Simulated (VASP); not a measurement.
Here is a VASP 6.6.1 calculation.

INCAR

```
SYSTEM = BaHCl
PREC = Accurate ; ENCUT = 520
EDIFF = 1E-6 ; ISMEAR = 0
SIGMA = 0.02 ; LREAL = .FALSE.
LASPH = .TRUE. ; NELM = 80
ALGO = Normal ; ISIF = 2
LWAVE = .FALSE. ; LCHARG = .TRUE.
LELF = .TRUE. ; LVHAR = .TRUE.
NBANDS = 27
```

The input KPOINTS:

```
Automatic mesh
0
G
  6 6 4
  0 0 0
```

POSCAR

```
BaHCl
1.0
    4.2870131540      0.0000000000      0.0000000000
    0.0000000000      4.2870131540      0.0000000000
    0.0000000000      0.0000000000      6.9569714100
Ba H Cl
2 2 2
Direct
    0.0000000000      0.5000000000      0.2095357143
    0.5000000000      0.0000000000      0.7904642857
    0.0000000000      0.0000000000      0.0000000000
    0.5000000000      0.5000000000      0.0000000000
    0.0000000000      0.5000000000      0.6582631055
    0.5000000000      0.0000000000      0.3417368945
```

Potentials or basis: VASP PAW LDA potentials, release 64 (Ba_sv, H, Cl).

The run is started by

```console
$ cat potpaw_LDA.64/Ba_sv/POTCAR potpaw_LDA.64/H/POTCAR potpaw_LDA.64/Cl/POTCAR > POTCAR
$ mpirun -np 1 vasp_std > vasp.out
```

(1) What does it give for the pressure?

(2) Predict the band gap on the k mesh.

## Answers

(1) 0.7 GPa.

(2) 2.72 eV.

Caveat: spin-orbit coupling is left out, which moves the levels of the heavy elements.
